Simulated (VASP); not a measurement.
BAsI6: single point with r2SCAN+rVV10

The system is BAsI6.

```xyz
8
Lattice="0.0000 5.4178 5.4178 5.4178 0.0000 5.4178 5.4178 5.4178 0.0000" Properties=species:S:1:pos:R:3 pbc="T T T"
B     5.4178    5.4178    5.4178
As    0.0000    0.0000    0.0000
I     2.8270    5.4178    5.4178
I     8.0087    5.4178    5.4178
I     5.4178    2.8270    5.4178
I     5.4178    8.0087    5.4178
I     5.4178    5.4178    2.8270
I     5.4178    5.4178    8.0087
```

| Property | Result |
| --- | --- |
| Program | VASP 6.6.1 |
| Task | single point |
| Functional | r2SCAN |
| Dispersion | rVV10 |
| Potentials or basis | VASP PAW PBE potentials, release 64 (B, As, I) |
| Cutoff | 520 eV |
| k mesh | 6 × 6 × 6 |
| Occupations | fermi-dirac, width 0.03 eV |
| Spin | no spin polarisation |

```json
{
  "Pressure": "0.1 GPa",
  "Band gap on the k mesh": "zero (bands 25 and 26 overlap by 0.54 eV)"
}
```

Forces on the atoms (eV/Å):
```
B    0.000  0.000  0.000
As   0.000  0.000  0.000
I   -0.003  0.000  0.000
I    0.003  0.000  0.000
I    0.000 -0.003  0.000
I    0.000  0.003  0.000
I    0.000  0.000 -0.003
I    0.000  0.000  0.003
```

Levels at points of the mesh, in eV from the Fermi level:
```csv
k point,band 20,band 21,band 22,band 23,band 24,band 25,band 26,band 27,band 28,band 29
"(0.00, 0.00, 0.00)",-0.83,-0.83,-0.83,0.22,0.22,0.22,0.43,0.43,0.43,1.85
"(0.50, 0.00, 0.00)",-1.46,-0.59,-0.52,-0.52,-0.33,-0.33,-0.32,3.18,3.18,4.17
"(0.50, 0.50, 0.00)",-1.29,-1.18,-0.88,-0.88,-0.43,0.21,0.87,0.87,1.09,1.22
```

Wall time 10 min on 1 thread of Intel(R) Xeon(R) 6975P-C (Granite Rapids) (shared host), peak memory 1.4 GiB.

Caveat: the PAW data sets were made with another functional, which shifts forces and pressure a little; spin-orbit coupling is left out, which moves the levels of the heavy elements.
